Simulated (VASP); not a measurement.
# Si4Mo2S in VASP: a series of runs

Runs on Si4Mo2S. Level: PBE. Tasks: single point.

All numbers are computed with VASP 6.6.1; they aren't measurements. Logs are shortened: lines on timing, memory, paths and dates and some standing lists are left out, and cuts for length are marked.

### Step 1. The cell of the first run

The cell holds a slab with vacuum, 7 atoms: a = 3.217 Å, b = 3.217 Å, c = 21.879 Å, α = 90.00°, β = 90.00°, γ = 90.00°.

### Step 2. Single point, PBE

Contents of INCAR:

```
SYSTEM = Si4Mo2S
ALGO     = Normal         ! electronic algorithm
DIPOL    = 0.5 0.5 0.361
EDIFF    = 1E-6           ! SCF threshold, eV
ENCUT    = 520            ! plane-wave cutoff, eV
GGA      = PE             ! functional
IDIPOL   = 3            
ISIF     = 2              ! what is computed and relaxed
ISMEAR   = 0              ! smearing method
LASPH    = .TRUE.         ! aspherical terms in the spheres
LCHARG   = .FALSE.        ! write CHGCAR
LDIPOL   = .TRUE.       
LREAL    = .FALSE.        ! projectors in reciprocal space
LWAVE    = .FALSE.        ! write WAVECAR
NBANDS   = 34             ! bands
NELM     = 80             ! most SCF steps
PREC     = Accurate       ! precision mode
SIGMA    = 0.1            ! smearing width, eV
```

Contents of KPOINTS:

```
k-points
0
G
  8 8 1
  0 0 0
```

Contents of POSCAR:

```
Si4Mo2S
1.0
    3.2169717406      0.0000000000      0.0000000000
    0.0000000000      3.2169717406      0.0000000000
    0.0000000000      0.0000000000     21.8787970309
Si Mo S
4 2 1
Direct
    0.0000000000      0.0000000000      0.1828254083
    0.0000000000      0.0000000000      0.3015081460
    0.5000000000      0.5000000000      0.3593659940
    0.5000000000      0.5000000000      0.4743769512
    0.5000000000      0.5000000000      0.2421667771
    0.0000000000      0.0000000000      0.4192862009
    0.7500000000      0.7500000000      0.5508910342
```

Potentials or basis: VASP PAW PBE potentials, release 64 (Si, Mo_sv, S).

Started as:

```console
> cat potpaw_PBE.64/Si/POTCAR potpaw_PBE.64/Mo_sv/POTCAR potpaw_PBE.64/S/POTCAR > POTCAR
> mpirun -np 1 vasp_std > vasp.out
```

OUTCAR:

```text
SYSTEM = Si4Mo2S
   EDIFF = 1E-6
   ENCUT = 520
   GGA = PE
   ISIF = 2
   ISMEAR = 0
   LASPH = .TRUE.
   LREAL = .FALSE.
   NELM = 80
   PREC = Accurate

 ion  position               nearest neighbor table
   1  0.000  0.000  0.183-   2 2.60   5 2.62   5 2.62   5 2.62   5 2.62
   2  0.000  0.000  0.302-   6 2.58   1 2.60   3 2.60   3 2.60   3 2.60   3 2.60   5 2.62   5 2.62
                             5 2.62   5 2.62
   3  0.500  0.500  0.359-   4 2.52   5 2.56   2 2.60   2 2.60   2 2.60   2 2.60   6 2.63   6 2.63
                             6 2.63   6 2.63
   4  0.500  0.500  0.474-   7 2.02   3 2.52   6 2.57   6 2.57   6 2.57   6 2.57
   5  0.500  0.500  0.242-   3 2.56   1 2.62   1 2.62   1 2.62   1 2.62   2 2.62   2 2.62   2 2.62
                             2 2.62
   6  0.000  0.000  0.419-   4 2.57   4 2.57   4 2.57   4 2.57   2 2.58   3 2.63   3 2.63   3 2.63
                             3 2.63   7 3.10
   7  0.750  0.750  0.551-   4 2.02   6 3.10

  LATTYP: Found a simple tetragonal cell.
 ALAT       =     3.2169717406
 C/A-ratio  =     6.8010535358

  Lattice vectors:

 A1 = (   3.2169717406,   0.0000000000,   0.0000000000)
 A2 = (   0.0000000000,   3.2169717406,   0.0000000000)
 A3 = (   0.0000000000,   0.0000000000,  21.8787970309)

Analysis of symmetry for initial positions (statically):
=====================================================================
 Subroutine PRICEL returns:
 Original cell was already a primitive cell.

 Routine SETGRP: Setting up the symmetry group for a
 simple tetragonal supercell.

 Subroutine GETGRP returns: Found  2 space group operations
 (whereof  2 operations were pure point group operations)
 out of a pool of 16 trial point group operations.

The static configuration has the point symmetry C_1h.

Analysis of symmetry for dynamics (positions and initial velocities):
=====================================================================
 Subroutine PRICEL returns:
 Original cell was already a primitive cell.

 Routine SETGRP: Setting up the symmetry group for a
 simple tetragonal supercell.

 Subroutine GETGRP returns: Found  2 space group operations
 (whereof  2 operations were pure point group operations)
 out of a pool of 16 trial point group operations.

The dynamic configuration has the point symmetry C_1h.

 Subroutine INISYM returns: Found  2 space group operations
 (whereof  2 operations are pure point group operations),
 and found     1 'primitive' translations

----------------------------------------------------------------------------------------

                                     Primitive cell

  volume of cell :     226.4216

  direct lattice vectors                    reciprocal lattice vectors
     3.216971741  0.000000000  0.000000000     0.310851347  0.000000000  0.000000000
     0.000000000  3.216971741  0.000000000     0.000000000  0.310851347  0.000000000
     0.000000000  0.000000000 21.878797031     0.000000000  0.000000000  0.045706352

  length of vectors
     3.216971741  3.216971741 21.878797031     0.310851347  0.310851347  0.045706352

  position of ions in fractional coordinates (direct lattice)
     0.000000000  0.000000000  0.182825408
     0.000000000  0.000000000  0.301508146
     0.500000000  0.500000000  0.359365994
     0.500000000  0.500000000  0.474376951
     0.500000000  0.500000000  0.242166777
     0.000000000  0.000000000  0.419286201
     0.750000000  0.750000000  0.550891034

  ion indices of the primitive-cell ions
   primitive index   ion index
                 1           1
                 2           2
                 3           3
                 4           4
                 5           5
                 6           6
                 7           7

----------------------------------------------------------------------------------------

 KPOINTS: k-points

Automatic generation of k-mesh.
 Grid dimensions read from file:
 generate k-points for:    8    8    1

 Generating k-lattice:

  Cartesian coordinates                     Fractional coordinates (reciprocal lattice)
     0.038856418  0.000000000  0.000000000     0.125000000  0.000000000  0.000000000
     0.000000000  0.038856418  0.000000000     0.000000000  0.125000000  0.000000000
     0.000000000  0.000000000  0.045706352     0.000000000  0.000000000  1.000000000

  Length of vectors
     0.038856418  0.038856418  0.045706352

  Shift w.r.t. Gamma in fractional coordinates (k-lattice)
     0.000000000  0.000000000  0.000000000

 Subroutine IBZKPT returns following result:
 ===========================================

 Found     21 irreducible k-points:

 Following reciprocal coordinates:
            Coordinates               Weight
  0.000000  0.000000  0.000000      1.000000
  0.125000  0.000000  0.000000      4.000000
  0.250000  0.000000  0.000000      4.000000
  0.375000  0.000000  0.000000      4.000000
  0.500000  0.000000  0.000000      2.000000
  0.125000  0.125000  0.000000      2.000000
[... 13 lines left out ...]
  0.500000  0.375000  0.000000      4.000000
  0.500000  0.500000  0.000000      1.000000
   k-points           NKPTS =     21   k-points in BZ     NKDIM =     21   number of bands    NBANDS=     34
   number of dos      NEDOS =    301   number of ions     NIONS =      7
   total plane-waves  NPLWV =  96768
   dimension x,y,z NGX =    24 NGY =   24 NGZ =  168
   dimension x,y,z NGXF=    48 NGYF=   48 NGZF=  336
   ions per type =               4   2   1
   NGX,Y,Z   is equivalent  to a cutoff of  12.40, 12.40, 12.77 a.u.
   NGXF,Y,Z  is equivalent  to a cutoff of  24.81, 24.81, 25.53 a.u.
 SYSTEM =  Si4Mo2S
   PREC   = accura    normal or accurate (medium, high low for compatibility)
   ISTART =      0    job   : 0-new  1-cont  2-samecut
   ICHARG =      2    charge: 1-file 2-atom 10-const
   ISPIN  =      1    spin polarized calculation?
   LNONCOLLINEAR =      F non collinear calculations
   LSORBIT =      F    spin-orbit coupling
   LASPH  =      T    aspherical Exc in radial PAW
   ENCUT  =  520.0 eV  38.22 Ry    6.18 a.u.   5.98  5.98 40.68*2*pi/ulx,y,z
   NELM   =     80;   NELMIN=  2; NELMDL= -5     # of ELM steps
   EDIFF  = 0.1E-05   stopping-criterion for ELM
   LREAL  =      F    real-space projection
   EDIFFG = 0.1E-04   stopping-criterion for IOM
   NSW    =      0    number of steps for IOM
   IBRION =     -1    ionic relax: 0-MD 1-quasi-New 2-CG
   NFREE  =      0    steps in history (QN), initial steepest desc. (CG)
   ISIF   =      2    stress and relaxation
   ISYM   =      2    0-nonsym 1-usesym 2-fastsym
   POTIM  = 0.5000    time-step for ionic-motion
   TEBEG  =    0.0;   TEEND  =   0.0 temperature during run
   PSTRESS=    0.0 pullay stress
   NELECT =      50.0000    total number of electrons
   NUPDOWN=      -1.0000    fix difference up-down
   EMIN   =  10.00;   EMAX   =-10.00  energy-range for DOS
   EFERMI =   0.00;   METHOD = LEGACY
   ISMEAR =     0;   SIGMA  =   0.10  broadening in eV -4-tet -1-fermi 0-gaus
   EFERMI_NEDOS =   21; number of points for ismear=-14 and -15
   IALGO  =     38    algorithm
   IMIX   =      4    mixing-type and parameters
     AMIX     =   0.40;   BMIX     =  1.00
     AMIX_MAG =   1.60;   BMIX_MAG =  1.00
  volume/ion in A,a.u.               =      32.35       218.28
  Fermi-wavevector in a.u.,A,eV,Ry     =   0.989522  1.869926 13.322200  0.979154
  Thomas-Fermi vector in A             =   2.121127
   LORBIT       =      0    0 simple, 1 ext, 2 COOP (PROOUT), +10 PAW based schemes
   GGA     = PE    functional components
   LHFCALC =     F    Hartree Fock is set to
   AEXX    =    0.0000 exact exchange contribution
   IVDW    =     0    specifies the selected vdW correction
   LEPSILON=     F    determine dielectric tensor
   LRPA    =     F    only Hartree local field effects (RPA)
 non-spin polarized calculation
 Gauss-broadening in eV      SIGMA  =   0.10
  energy-cutoff  :      520.00
  volume of cell :      226.42
 maximum number of plane-waves:      6156
   NGX = 11   NGY = 11   NGZ = 81

 dipolmoment           0.000000      0.000000     -0.011139 electrons x Angstroem

 number of electron      50.0000006 magnetization

 dipolmoment           0.000000      0.000000      0.046784 electrons x Angstroem

 Free energy of the ion-electron system (eV)
  ---------------------------------------------------
  ext. energy  EPLUGINS =         0.00000000
  ---------------------------------------------------
  free energy    TOTEN  =       -48.14059241 eV

  energy without entropy =      -48.13044686  energy(sigma->0) =      -48.13551963

 E-fermi :   1.9913     XC(G=0):  -6.0808

 val. band max:        1.9597181702   @ k =   0.3750   0.0000   0.0000
 cond. band min:       2.0848577884   @ k =   0.5000   0.0000   0.0000
 fundamental gap:      0.1251396181
 Fermi energy:         1.9913195256

 k-point     1 :       0.0000    0.0000    0.0000
  band No.  band energies     occupation
      1     -58.6736      2.00000
      2     -58.5216      2.00000
      3     -32.8653      2.00000
      4     -32.7386      2.00000
      5     -32.7347      2.00000
      6     -32.6792      2.00000
[... 26 lines left out ...]
     33       6.1594      0.00000
     34       6.3446      0.00000

 k-point     2 :       0.1250    0.0000    0.0000
  band No.  band energies     occupation
      1     -58.6711      2.00000
      2     -58.5191      2.00000
      3     -32.8646      2.00000
      4     -32.7696      2.00000
      5     -32.7331      2.00000
      6     -32.6750      2.00000
[... 26 lines left out ...]
     33       6.3493      0.00000
     34       6.4674      0.00000
[... 664 lines left out ...]
     33       6.1246      0.00000
     34       6.3972      0.00000

 k-point    21 :       0.5000    0.5000    0.0000
  band No.  band energies     occupation
      1     -58.6397      2.00000
      2     -58.4882      2.00000
      3     -32.9716      2.00000
      4     -32.9417      2.00000
      5     -32.7901      2.00000
      6     -32.7890      2.00000
[... 26 lines left out ...]
     33       6.0962      0.00000
     34       6.3549      0.00000

------------------------ aborting loop because EDIFF is reached ----------------------------------------

 vacuum level on the upper side and lower side of the slab       (xc-potential included)         0.218        -0.587

  FORCE on cell =-STRESS in cart. coord.  units (eV):
  Direction    XX          YY          ZZ          XY          YZ          ZX
  --------------------------------------------------------------------------------------
  -------------------------------------------------------------------------------------
  Total        1.6752789      1.6752789     -0.5870281     -0.3235199      0.7528596      0.7528595
  in kB       11.8544053     11.8544053     -4.1538573     -2.2892525      5.3272934      5.3272932
  external PRESSURE =       6.5183178 kB  Pullay stress =       0.0000000 kB

 VOLUME and BASIS-vectors are now :
 -----------------------------------------------------------------------------
  energy-cutoff  :      520.00
  volume of cell :      226.42
      direct lattice vectors                 reciprocal lattice vectors
     3.216971741  0.000000000  0.000000000     0.310851347  0.000000000  0.000000000
     0.000000000  3.216971741  0.000000000     0.000000000  0.310851347  0.000000000
     0.000000000  0.000000000 21.878797031     0.000000000  0.000000000  0.045706352

 POSITION                                       TOTAL-FORCE (eV/Angst)
 -----------------------------------------------------------------------------------
      0.00000      0.00000      4.00000        -0.016825     -0.016825      0.608645
      0.00000      0.00000      6.59664         0.019907      0.019907     -0.636053
      1.60849      1.60849      7.86250        -0.057217     -0.057217     -0.274862
      1.60849      1.60849     10.37880        -0.677338     -0.677338      0.139464
      1.60849      1.60849      5.29832         0.027150      0.027150     -0.132448
      0.00000      0.00000      9.17348         0.161027      0.161027      0.326749
      2.41273      2.41273     12.05283         0.543296      0.543296     -0.031495
 -----------------------------------------------------------------------------------
    total drift:                               -0.000011     -0.000011      0.000156

  FREE ENERGIE OF THE ION-ELECTRON SYSTEM (eV)
  ---------------------------------------------------
  free  energy   TOTEN  =       -48.1405924081 eV

  energy  without entropy=      -48.1304468594  energy(sigma->0) =      -48.13551963

 vacuum level on the upper side and lower side of the slab         7.190         6.358
```

Wall time 2.8 min (1 thread of Intel Xeon 6975P-C (Granite Rapids), shared host); peak memory 0.38 GiB.

Results:

```yaml
Free_energy: -48.1406 eV
Largest_force: 0.968 eV/Å
Band_gap_on_the_k_mesh: zero (bands 25 and 26 overlap by 0.43 eV)
```

Forces on the atoms (eV/Å):
```
Si  -0.017 -0.017  0.609
Si   0.020  0.020 -0.636
Si  -0.057 -0.057 -0.275
Si  -0.677 -0.677  0.139
Mo   0.027  0.027 -0.132
Mo   0.161  0.161  0.327
S    0.543  0.543 -0.031
```

### Step 3. Single point, PBE

Contents of INCAR:

```
SYSTEM = Si4Mo2S
PREC = Accurate
ENCUT = 520
EDIFF = 1E-7
ISMEAR = 0
SIGMA = 0.1
LREAL = .FALSE.
LASPH = .TRUE.
NELM = 60
ALGO = Normal
ISIF = 2
LWAVE = .FALSE.
LCHARG = .FALSE.
LDIPOL = .TRUE.
IDIPOL = 3
DIPOL = 0.5 0.5 0.364
GGA = PE
NBANDS = 34
```

Contents of KPOINTS:

```
Automatic mesh
0
G
  8 8 1
  0 0 0
```

POSCAR: that of step 2 with these lines changed.

```diff
@@ -14,2 +14,2 @@
     0.0000000000      0.0000000000      0.4192862009
-    0.7500000000      0.7500000000      0.5508910342
+    0.6250000000      0.6250000000      0.5660584536
```

Potentials or basis: VASP PAW PBE potentials, release 64 (Si, Mo_sv, S).

Started as:

```console
> cat potpaw_PBE.64/Si/POTCAR potpaw_PBE.64/Mo_sv/POTCAR potpaw_PBE.64/S/POTCAR > POTCAR
> mpirun -np 1 vasp_std > vasp.out
```

It took 3.2 min on 1 thread of Intel Xeon 6975P-C (Granite Rapids), shared host; peak memory 0.38 GiB.

It converged, with:

| Property | Result |
| --- | --- |
| Free energy | -48.0932 eV |
| Largest force | 1.068 eV/Å |
| Band gap on the k mesh | zero (bands 25 and 26 overlap by 0.60 eV) |

Forces on the atoms (eV/Å):
```
Si  -0.003 -0.003  0.603
Si   0.005  0.005 -0.494
Si   0.005  0.005 -0.141
Si  -0.008 -0.008  1.068
Mo   0.004  0.004 -0.150
Mo   0.163  0.163 -0.844
S   -0.166 -0.166 -0.042
```

Levels at points of the mesh, in eV from the Fermi level:
```csv
k point,band 21,band 22,band 23,band 24,band 25,band 26,band 27,band 28,band 29,band 30
"(0.00, 0.00, 0.00)",-0.78,-0.77,0.05,0.15,0.44,0.64,0.97,1.27,1.29,2.92
"(0.50, 0.00, 0.00)",-2.27,-1.82,-0.60,-0.32,-0.25,-0.16,0.63,2.30,2.34,3.70
"(0.50, 0.50, 0.00)",-2.04,-1.99,-1.83,-1.37,-1.35,0.34,1.13,2.36,2.41,2.45
```

### Step 4. Single point, PBE

Contents of INCAR:

```
SYSTEM = Si4Mo2S
PREC = Accurate
ENCUT = 520
EDIFF = 1E-6
ISMEAR = 0
SIGMA = 0.1
LREAL = .False.
LASPH = .True.
NELM = 80
ALGO = Normal
ISIF = 2
LWAVE = .False.
LCHARG = .False.
LDIPOL = .True.
IDIPOL = 3
DIPOL = 0.5 0.5 0.359
GGA = PE
NBANDS = 34
```

Contents of KPOINTS:

```
Automatic mesh
0
Gamma
  8 8 1
  0 0 0
```

POSCAR: that of step 3 with these lines changed.

```diff
@@ -14,2 +14,2 @@
     0.0000000000      0.0000000000      0.4192862009
-    0.6250000000      0.6250000000      0.5660584536
+    0.8750000000      0.8750000000      0.5348272110
```

Started as:

```console
> cat potpaw_PBE.64/Si/POTCAR potpaw_PBE.64/Mo_sv/POTCAR potpaw_PBE.64/S/POTCAR > POTCAR
> mpirun -np 1 vasp_std > vasp.out
```

Wall time 2.5 min (1 thread of Intel Xeon 6975P-C (Granite Rapids), shared host); peak memory 0.37 GiB.

The run converged. Its results:

```
Free energy            : -48.6047 eV
Largest force          : 1.045 eV/Å
Band gap on the k mesh : zero (bands 25 and 26 overlap by 0.49 eV)
```

Forces in eV/Å, atoms in the order of the input:
```
Si   0.012  0.012  0.627
Si  -0.003 -0.003 -0.669
Si  -0.020 -0.020 -0.348
Si  -0.317 -0.317  0.945
Mo  -0.006 -0.006 -0.381
Mo   0.250  0.250 -0.147
S    0.083  0.083 -0.026
```

Levels at points of the mesh, in eV from the Fermi level:
```
           k point  band 22  band 23  band 24  band 25  band 26  band 27  band 28  band 29
(0.00, 0.00, 0.00)    -0.70    -0.20     0.24     0.47     0.74     0.94     1.24     1.70
(0.50, 0.00, 0.00)    -1.71    -1.08    -0.17    -0.14     0.04     2.09     2.37     2.56
(0.50, 0.50, 0.00)    -1.82    -1.62    -1.49    -0.88     0.03     1.20     2.28     2.39
```

### Step 5. Summary

```tsv
cell	gap on the mesh (eV)	largest force (eV/Å)
as given, atomic positions A	none	0.97
as given, atomic positions B	none	1.07
as given, atomic positions C	none	1.05
```

Alike in all rows: task single point; level PBE; potentials or basis VASP PAW PBE potentials, release 64 (Si, Mo_sv, S); no spin polarisation; k mesh 8 × 8 × 1; cutoff (eV) 520; smearing gaussian 0.1 eV.

Absolute energies hang on the potentials; compare differences alone.

The gap in the log of VASP goes by the Fermi energy; the results here count the filled bands.